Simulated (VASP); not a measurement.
# AlNi3 (Fm-3m) in VASP: further runs

The runs below take AlNi3 through single point, with LDA, r2SCAN, PBEsol.

Everything below comes from runs of VASP 6.6.1. Logs are shortened: lines on timing, memory, paths and dates and some standing lists are left out, and cuts for length are marked.

**1. The cell of the first run**

It takes space group Fm-3m (No. 225, cubic). The conventional cell has a = 5.641 Å, b = 5.641 Å, c = 5.641 Å, α = 90.00°, β = 90.00°, γ = 90.00°. Ni (site symmetry -43m) has 10 Ni at 2.44 to 2.82 Å and 4 Al at 2.44 Å within 3.2 Å. Within 3.2 Å of Ni (site symmetry m-3m) lie 8 Ni at 2.44 Å and 6 Al at 2.82 Å. Within 3.2 Å of Al (site symmetry m-3m) lie 14 Ni at 2.44 to 2.82 Å.

**2. Single point, LDA, collinear spin, ferromagnetic start**

INCAR reads:

```
ALGO = Normal
EDIFF = 1E-6
ENCUT = 520
ISIF = 2
ISMEAR = -1
ISPIN = 2
LASPH = True
LCHARG = True
LELF = True
LMAXMIX = 4
LORBIT = 11
LREAL = False
LVHAR = True
LWAVE = False
MAGMOM = 1 1 1 0
NBANDS = 28
NELM = 150
PREC = Accurate
SIGMA = 0.05
```

KPOINTS reads:

```
k-points
0
Gamma
  8 8 8
```

POSCAR reads:

```
AlNi3
1.0
    0.0000000000      2.8204448505      2.8204448505
    2.8204448505      0.0000000000      2.8204448505
    2.8204448505      2.8204448505      0.0000000000
Ni Al
3 1
Direct
    0.7500000000      0.7500000000      0.7500000000
    0.0000000000      0.0000000000      0.0000000000
    0.2500000000      0.2500000000      0.2500000000
    0.5000000000      0.5000000000      0.5000000000
```

Potentials or basis: VASP PAW LDA potentials, release 64 (Ni, Al).

Started as:

```
cat potpaw_LDA.64/Ni/POTCAR potpaw_LDA.64/Al/POTCAR > POTCAR
mpirun -np 1 vasp_std > vasp.out
```

OUTCAR:

```text
EDIFF = 1E-6
   ENCUT = 520
   ISIF = 2
   ISMEAR = -1
   ISPIN = 2
   LASPH = True
   LORBIT = 11
   LREAL = False
   NELM = 150
   PREC = Accurate

 ion  position               nearest neighbor table
   1  0.750  0.750  0.750-   2 2.44   4 2.44   4 2.44   4 2.44   4 2.44   2 2.44   2 2.44   2 2.44
                             3 2.82   3 2.82   3 2.82   3 2.82   3 2.82   3 2.82
   2  0.000  0.000  0.000-   1 2.44   3 2.44   1 2.44   1 2.44   1 2.44   3 2.44   3 2.44   3 2.44
                             4 2.82   4 2.82   4 2.82   4 2.82   4 2.82   4 2.82
   3  0.250  0.250  0.250-   2 2.44   4 2.44   2 2.44   2 2.44   2 2.44   4 2.44   4 2.44   4 2.44
                             1 2.82   1 2.82   1 2.82   1 2.82   1 2.82   1 2.82
   4  0.500  0.500  0.500-   1 2.44   3 2.44   3 2.44   3 2.44   3 2.44   1 2.44   1 2.44   1 2.44
                             2 2.82   2 2.82   2 2.82   2 2.82   2 2.82   2 2.82

  LATTYP: Found a face centered cubic cell.
 ALAT       =     5.6408897010

  Lattice vectors:

 A1 = (   0.0000000000,   2.8204448505,   2.8204448505)
 A2 = (   2.8204448505,   0.0000000000,   2.8204448505)
 A3 = (   2.8204448505,   2.8204448505,   0.0000000000)

Analysis of symmetry for initial positions (statically):
=====================================================================
 Subroutine PRICEL returns:
 Original cell was already a primitive cell.

 Routine SETGRP: Setting up the symmetry group for a
 face centered cubic supercell.

 Subroutine GETGRP returns: Found 48 space group operations
 (whereof 48 operations were pure point group operations)
 out of a pool of 48 trial point group operations.

The static configuration has the point symmetry O_h .

Analysis of symmetry for dynamics (positions and initial velocities):
=====================================================================
 Subroutine PRICEL returns:
 Original cell was already a primitive cell.

 Routine SETGRP: Setting up the symmetry group for a
 face centered cubic supercell.

 Subroutine GETGRP returns: Found 48 space group operations
 (whereof 48 operations were pure point group operations)
 out of a pool of 48 trial point group operations.

The dynamic configuration has the point symmetry O_h .

Analysis of structural, dynamic, and magnetic symmetry:
=====================================================================
 Subroutine PRICEL returns:
 Original cell was already a primitive cell.

 Routine SETGRP: Setting up the symmetry group for a
 face centered cubic supercell.

 Subroutine GETGRP returns: Found 48 space group operations
 (whereof 48 operations were pure point group operations)
 out of a pool of 48 trial point group operations.

The overall configuration has the point symmetry O_h .

 Subroutine INISYM returns: Found 48 space group operations
 (whereof 48 operations are pure point group operations),
 and found     1 'primitive' translations

----------------------------------------------------------------------------------------

                                     Primitive cell

  volume of cell :      44.8728

  direct lattice vectors                    reciprocal lattice vectors
     0.000000000  2.820444850  2.820444850    -0.177276999  0.177276999  0.177276999
     2.820444850  0.000000000  2.820444850     0.177276999 -0.177276999  0.177276999
     2.820444850  2.820444850  0.000000000     0.177276999  0.177276999 -0.177276999

  length of vectors
     3.988711360  3.988711360  3.988711360     0.307052770  0.307052770  0.307052770

  position of ions in fractional coordinates (direct lattice)
     0.750000000  0.750000000  0.750000000
     0.000000000  0.000000000  0.000000000
     0.250000000  0.250000000  0.250000000
     0.500000000  0.500000000  0.500000000

  ion indices of the primitive-cell ions
   primitive index   ion index
                 1           1
                 2           2
                 3           3
                 4           4

----------------------------------------------------------------------------------------

 KPOINTS: k-points

Automatic generation of k-mesh.
 Grid dimensions read from file:
[... 23 lines left out ...]
  0.125000  0.000000  0.000000      8.000000
  0.250000  0.000000  0.000000      8.000000
  0.375000  0.000000  0.000000      8.000000
  0.500000  0.000000  0.000000      4.000000
  0.125000  0.125000  0.000000      6.000000
[... 16 lines left out ...]
  0.500000  0.250000  0.125000     48.000000
 -0.375000  0.250000  0.125000     24.000000
 [... further k-points ...]
   k-points           NKPTS =     29   k-points in BZ     NKDIM =     29   number of bands    NBANDS=     28
   number of dos      NEDOS =    301   number of ions     NIONS =      4
   total plane-waves  NPLWV =  27000
   dimension x,y,z NGX =    30 NGY =   30 NGZ =   30
   dimension x,y,z NGXF=    60 NGYF=   60 NGZF=   60
   ions per type =               3   1
   NGX,Y,Z   is equivalent  to a cutoff of  12.50, 12.50, 12.50 a.u.
   NGXF,Y,Z  is equivalent  to a cutoff of  25.01, 25.01, 25.01 a.u.
 SYSTEM =  unknown system
   PREC   = accura    normal or accurate (medium, high low for compatibility)
   ISTART =      0    job   : 0-new  1-cont  2-samecut
   ICHARG =      2    charge: 1-file 2-atom 10-const
   ISPIN  =      2    spin polarized calculation?
   LNONCOLLINEAR =      F non collinear calculations
   LSORBIT =      F    spin-orbit coupling
   LASPH  =      T    aspherical Exc in radial PAW
   ENCUT  =  520.0 eV  38.22 Ry    6.18 a.u.   7.42  7.42  7.42*2*pi/ulx,y,z
   NELM   =    150;   NELMIN=  2; NELMDL= -5     # of ELM steps
   EDIFF  = 0.1E-05   stopping-criterion for ELM
   LREAL  =      F    real-space projection
   EDIFFG = 0.1E-04   stopping-criterion for IOM
   NSW    =      0    number of steps for IOM
   IBRION =     -1    ionic relax: 0-MD 1-quasi-New 2-CG
   NFREE  =      0    steps in history (QN), initial steepest desc. (CG)
   ISIF   =      2    stress and relaxation
   ISYM   =      2    0-nonsym 1-usesym 2-fastsym
   POTIM  = 0.5000    time-step for ionic-motion
   TEBEG  =    0.0;   TEEND  =   0.0 temperature during run
   PSTRESS=    0.0 pullay stress
   NELECT =      33.0000    total number of electrons
   NUPDOWN=      -1.0000    fix difference up-down
   EMIN   =  10.00;   EMAX   =-10.00  energy-range for DOS
   EFERMI =   0.00;   METHOD = LEGACY
   ISMEAR =    -1;   SIGMA  =   0.05  broadening in eV -4-tet -1-fermi 0-gaus
   EFERMI_NEDOS =   21; number of points for ismear=-14 and -15
   IALGO  =     38    algorithm
   IMIX   =      4    mixing-type and parameters
     AMIX     =   0.40;   BMIX     =  1.00
     AMIX_MAG =   1.60;   BMIX_MAG =  1.00
  volume/ion in A,a.u.               =      11.22        75.70
  Fermi-wavevector in a.u.,A,eV,Ry     =   1.477696  2.792441 29.709498  2.183586
  Thomas-Fermi vector in A             =   2.592069
   LORBIT       =     11    0 simple, 1 ext, 2 COOP (PROOUT), +10 PAW based schemes
   GGA     = CA    functional components
   LHFCALC =     F    Hartree Fock is set to
   AEXX    =    0.0000 exact exchange contribution
   IVDW    =     0    specifies the selected vdW correction
   LEPSILON=     F    determine dielectric tensor
   LRPA    =     F    only Hartree local field effects (RPA)
 spin polarized calculation
  energy-cutoff  :      520.00
  volume of cell :       44.87
 maximum number of plane-waves:      1243
 NGX is ok and might be reduce to    30
   NGX = 15   NGY = 15   NGZ = 15

 number of electron      32.9999999 magnetization       0.0002599

 number of electron      32.9999999 magnetization      -0.0000056

 Free energy of the ion-electron system (eV)
  ---------------------------------------------------
  ext. energy  EPLUGINS =         0.00000000
  ---------------------------------------------------
  free energy    TOTEN  =       -25.54705717 eV

  energy without entropy =      -25.52763181  energy(sigma->0) =      -25.53734449

 E-fermi :   9.3796     XC(G=0): -13.0110

 val. band max:        9.3775389249   @ k =  -0.2500   0.5000   0.2500
 cond. band min:       9.3974607064   @ k =  -0.3750   0.1250   0.0000
 fundamental gap:      0.0199217814
 Fermi energy:         9.3796386503

 spin component 1

 k-point     1 :       0.0000    0.0000    0.0000
  band No.  band energies     occupation
      1      -0.6171      1.00000
      2       5.8956      1.00000
      3       5.8956      1.00000
      4       6.0039      1.00000
      5       6.0039      1.00000
      6       6.0039      1.00000
[... 733 lines left out ...]
     27      24.2742      0.00000
     28      27.0134      0.00000

 [... further k-points ...]

 spin component 2

 k-point     1 :       0.0000    0.0000    0.0000
  band No.  band energies     occupation
      1      -0.6171      1.00000
      2       5.8956      1.00000
      3       5.8956      1.00000
      4       6.0039      1.00000
      5       6.0039      1.00000
      6       6.0039      1.00000
[... 733 lines left out ...]
     27      24.2742      0.00000
     28      27.0133      0.00000

 [... further k-points ...]

------------------------ aborting loop because EDIFF is reached ----------------------------------------

  FORCE on cell =-STRESS in cart. coord.  units (eV):
  Direction    XX          YY          ZZ          XY          YZ          ZX
  --------------------------------------------------------------------------------------
  -------------------------------------------------------------------------------------
  Total       -2.9705148     -2.9705148     -2.9705148      0.0000000      0.0000000     -0.0000000
  in kB     -106.0619164   -106.0619164   -106.0619164      0.0000000      0.0000000     -0.0000000
  external PRESSURE =    -106.0619164 kB  Pullay stress =       0.0000000 kB

 VOLUME and BASIS-vectors are now :
 -----------------------------------------------------------------------------
  energy-cutoff  :      520.00
  volume of cell :       44.87
      direct lattice vectors                 reciprocal lattice vectors
     0.000000000  2.820444850  2.820444850    -0.177276999  0.177276999  0.177276999
     2.820444850  0.000000000  2.820444850     0.177276999 -0.177276999  0.177276999
     2.820444850  2.820444850  0.000000000     0.177276999  0.177276999 -0.177276999

 POSITION                                       TOTAL-FORCE (eV/Angst)
 -----------------------------------------------------------------------------------
      4.23067      4.23067      4.23067        -0.000000     -0.000000      0.000000
      0.00000      0.00000      0.00000         0.000000      0.000000     -0.000000
      1.41022      1.41022      1.41022        -0.000000     -0.000000     -0.000000
      2.82044      2.82044      2.82044         0.000000      0.000000     -0.000000
 -----------------------------------------------------------------------------------
    total drift:                                0.000000     -0.000000      0.000000

  FREE ENERGIE OF THE ION-ELECTRON SYSTEM (eV)
  ---------------------------------------------------
  free  energy   TOTEN  =       -25.5470571656 eV

  energy  without entropy=      -25.5276318131  energy(sigma->0) =      -25.53734449

 total charge

# of ion       s       p       d       tot
------------------------------------------
    1        0.480   0.509   8.451   9.440
    2        0.485   0.490   8.412   9.387
    3        0.480   0.509   8.451   9.440
    4        0.408   0.410   0.000   0.818
--------------------------------------------------
tot          1.852   1.918  25.314  29.084

 magnetization (x)

# of ion       s       p       d       tot
------------------------------------------
    1       -0.000  -0.000   0.000   0.000
    2        0.000  -0.000   0.000   0.000
    3       -0.000  -0.000   0.000   0.000
    4       -0.000   0.000   0.000   0.000
--------------------------------------------------
tot         -0.000  -0.000   0.000   0.000
```

Wall time 48 s (1 thread of Intel Xeon 6975P-C (Granite Rapids), shared host); peak memory 0.19 GiB.

What came out:

```
Free energy                                           : -25.5471 eV
Pressure                                              : -10.6 GPa
Net moment                                            : 0.00 μB per cell
Valence electrons inside the program's atomic spheres : Ni 9.44, 9.39; Al 0.82
```

**3. Single point, LDA, collinear spin, ferromagnetic start**

This run uses another cell than the first one, of 11.44 Å³/atom, 1.020 times its volume.

INCAR reads:

```
  PREC = Accurate
  ENCUT = 520
  EDIFF = 1E-6
  ISMEAR = -1
  SIGMA = 0.05
  LREAL = False
  LASPH = True
  NELM = 150
  ALGO = Normal
  ISIF = 2
  LWAVE = False
  LCHARG = True
  ISPIN = 2
  MAGMOM = 1 1 1 0
  LORBIT = 11
  LMAXMIX = 4
  GGA = CA
  LELF = True
  LVHAR = True
  NBANDS = 28
```

KPOINTS reads:

```
regular mesh
0
Gamma
  8 8 8
```

POSCAR reads:

```
AlNi3
1.0
    0.0000000000      2.8387599407      2.8387599407
    2.8387599407      0.0000000000      2.8387599407
    2.8387599407      2.8387599407      0.0000000000
Ni Al
3 1
Direct
    0.7500000000      0.7500000000      0.7500000000
    0.0000000000      0.0000000000      0.0000000000
    0.2500000000      0.2500000000      0.2500000000
    0.5000000000      0.5000000000      0.5000000000
```

Potentials or basis: VASP PAW LDA potentials, release 64 (Ni, Al).

Started as:

```
cat potpaw_LDA.64/Ni/POTCAR potpaw_LDA.64/Al/POTCAR > POTCAR
mpirun -np 1 vasp_std > vasp.out
```

OUTCAR:

```text
PREC = Accurate
   ENCUT = 520
   EDIFF = 1E-6
   ISMEAR = -1
   LREAL = False
   LASPH = True
   NELM = 150
   ISIF = 2
   ISPIN = 2
   LORBIT = 11
   GGA = CA

 ion  position               nearest neighbor table
   1  0.750  0.750  0.750-   4 2.46   4 2.46   4 2.46   2 2.46   4 2.46   2 2.46   2 2.46   2 2.46
                             3 2.84   3 2.84   3 2.84   3 2.84   3 2.84   3 2.84
   2  0.000  0.000  0.000-   1 2.46   1 2.46   1 2.46   1 2.46   3 2.46   3 2.46   3 2.46   3 2.46
                             4 2.84   4 2.84   4 2.84   4 2.84   4 2.84   4 2.84
   3  0.250  0.250  0.250-   2 2.46   2 2.46   2 2.46   2 2.46   4 2.46   4 2.46   4 2.46   4 2.46
                             1 2.84   1 2.84   1 2.84   1 2.84   1 2.84   1 2.84
[... 1726 lines left out ...]
     2.838759941  2.838759941  0.000000000     0.176133245  0.176133245 -0.176133245

 POSITION                                       TOTAL-FORCE (eV/Angst)
 -----------------------------------------------------------------------------------
      4.25814      4.25814      4.25814        -0.000000     -0.000000     -0.000000
      0.00000      0.00000      0.00000        -0.000000     -0.000000     -0.000000
      1.41938      1.41938      1.41938         0.000000      0.000000      0.000000
      2.83876      2.83876      2.83876        -0.000000     -0.000000     -0.000000
 -----------------------------------------------------------------------------------
    total drift:                                0.000000     -0.000000      0.000000

  FREE ENERGIE OF THE ION-ELECTRON SYSTEM (eV)
  ---------------------------------------------------
  free  energy   TOTEN  =       -25.4802320642 eV

  energy  without entropy=      -25.4601638894  energy(sigma->0) =      -25.47019798

 total charge

# of ion       s       p       d       tot
------------------------------------------
    1        0.472   0.493   8.441   9.406
    2        0.477   0.473   8.403   9.353
    3        0.472   0.493   8.441   9.406
    4        0.406   0.402   0.000   0.807
--------------------------------------------------
tot          1.826   1.860  25.286  28.972

 magnetization (x)

# of ion       s       p       d       tot
------------------------------------------
    1        0.000  -0.000   0.000   0.000
    2        0.000  -0.000   0.000   0.000
    3        0.000  -0.000   0.000   0.000
    4       -0.000  -0.000   0.000  -0.000
--------------------------------------------------
tot          0.000  -0.000   0.000   0.000
```

OSZICAR:

```text
N       E                     dE             d eps       ncg     rms          rms(c)
DAV:   1     0.195309279689E+03    0.19531E+03   -0.14184E+04  3336   0.153E+03
DAV:   2    -0.163058146558E+02   -0.21162E+03   -0.19609E+03  3268   0.293E+02
DAV:   3    -0.286308421461E+02   -0.12325E+02   -0.11508E+02  3532   0.894E+01
DAV:   4    -0.288601989904E+02   -0.22936E+00   -0.22883E+00  3740   0.117E+01
DAV:   5    -0.288680425241E+02   -0.78435E-02   -0.78427E-02  3808   0.187E+00    0.185E+01
DAV:   6    -0.292750585551E+02   -0.40702E+00   -0.27351E+01  3756   0.931E+01    0.189E+01
DAV:   7    -0.256282033679E+02    0.36469E+01   -0.94870E+00  3928   0.612E+01    0.635E+00
DAV:   8    -0.257805191472E+02   -0.15232E+00   -0.13439E+00  3840   0.348E+01    0.650E+00
DAV:   9    -0.254926694378E+02    0.28785E+00   -0.24483E-01  4524   0.176E+01    0.146E+00
DAV:  10    -0.254830092223E+02    0.96602E-02   -0.62411E-02  4756   0.307E+00    0.565E-01
DAV:  11    -0.254804406248E+02    0.25686E-02   -0.68315E-03  4216   0.104E+00    0.200E-01
DAV:  12    -0.254802372968E+02    0.20333E-03   -0.67990E-04  3920   0.367E-01    0.795E-02
DAV:  13    -0.254802366439E+02    0.65292E-06   -0.72154E-05  3812   0.128E-01    0.555E-02
DAV:  14    -0.254802338063E+02    0.28376E-05   -0.88606E-06  4380   0.594E-02    0.214E-02
DAV:  15    -0.254802320193E+02    0.17871E-05   -0.13474E-06  2328   0.395E-02    0.527E-03
DAV:  16    -0.254802320642E+02   -0.44909E-07   -0.10535E-06  2000   0.108E-02
   1 F= -.25480232E+02 E0= -.25470198E+02  d E =-.200682E-01  mag=     0.0001
```

It took 51 s on 1 thread of Intel Xeon 6975P-C (Granite Rapids), shared host; peak memory 0.19 GiB.

Results:

```yaml
Free_energy: -25.4802 eV
Pressure: -13.7 GPa
Net_moment: 0.00 μB per cell
Valence_electrons_inside_the_program's_atomic_spheres: Ni 9.41, 9.35; Al 0.81
```

(Continued in part 2 of 2.)
